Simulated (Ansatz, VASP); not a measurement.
**One calculation of PbSe, two programs**

```xyz
4
Lattice="2.0535 -5.9952 0.0000 2.0535 5.9952 0.0000 0.0000 0.0000 4.6960" Properties=species:S:1:pos:R:3 pbc="T T T"
Pb    2.0535   -1.5458    3.5220
Pb    2.0535    1.5458    1.1740
Se    2.0535   -4.2564    3.5220
Se    2.0535    4.2564    1.1740
```

Alike in both runs: task single point; functional PBE; k mesh 8 × 8 × 6; occupations gaussian, width 0.02 eV; no spin polarisation.

```csv
,VASP,Ansatz
version,VASP 6.6.1,Ansatz 0.2.0
potentials or method,"VASP PAW PBE potentials, release 64 (Pb_d, Se), cutoff 500 eV","scalar-relativistic, plane waves, PAW"
valence electrons in the cell,40,60
```

```tsv
	VASP	Ansatz	Ansatz less VASP
gap on the k mesh at the Fermi level (eV)	0.85	0.85	-0.001
least direct gap on the mesh (eV)	1.10	1.09	-0.002
pressure (GPa)	2.3	2.3	0.00
traceless stress, the component that is largest in VASP (GPa)	-3.19	-3.17	+0.017
rms of the force components (eV/Å)	0.372	0.365	-0.0065
```

Atom by atom the forces differ by 0.007 eV/Å (rms over components). The functional is the same, so the differences come from potentials, cutoffs and numerics. VASP's potentials hold 40 valence electrons a cell and Ansatz's 60, so a difference there can come from the potentials and not from the codes.

Neither program's run includes spin-orbit coupling.
